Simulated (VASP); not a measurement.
Input of a VASP 6.6.1 run:

File INCAR:

```
SYSTEM = Ba2SeO
  ALGO = Normal
  EDIFF = 1E-6
  ENCUT = 520
  GGA = PE
  ISIF = 2
  ISMEAR = 0
  LASPH = .TRUE.
  LCHARG = .FALSE.
  LREAL = .FALSE.
  LWAVE = .FALSE.
  NBANDS = 24
  NELM = 80
  PREC = Accurate
  SIGMA = 0.01
```

The input KPOINTS:

```
k-points
0
G
  6 6 6
  0 0 0
```

File POSCAR:

```
Ba2SeO
1.0
    2.1827887545      1.2602336750      7.2965480751
   -2.1827887545      1.2602336750      7.2965480751
    0.0000000000     -2.5204673500      7.2965480751
O Se Ba
1 1 2
Direct
    1.0000000000      0.0000000000      0.0000000000
    0.5000000000      0.5000000000      0.5000000000
    0.2630828632      0.2630828632      0.2630828632
    0.7369171368      0.7369171368      0.7369171368
```

Potentials or basis: VASP PAW PBE potentials, release 64 (O, Se, Ba_sv).

Command:

```bash
$ cat potpaw_PBE.64/O/POTCAR potpaw_PBE.64/Se/POTCAR potpaw_PBE.64/Ba_sv/POTCAR > POTCAR
$ mpirun -np 1 vasp_std > vasp.out
```

(1) What does it give for the band gap on the k mesh?

(2) What does it give for the pressure?

(3) Predict the largest force.

Answers

(1) 1.75 eV (least direct gap 2.02 eV).

(2) -1.8 GPa.

(3) 0.141 eV/Å.

Caveat: spin-orbit coupling is left out, which moves the levels of the heavy elements.
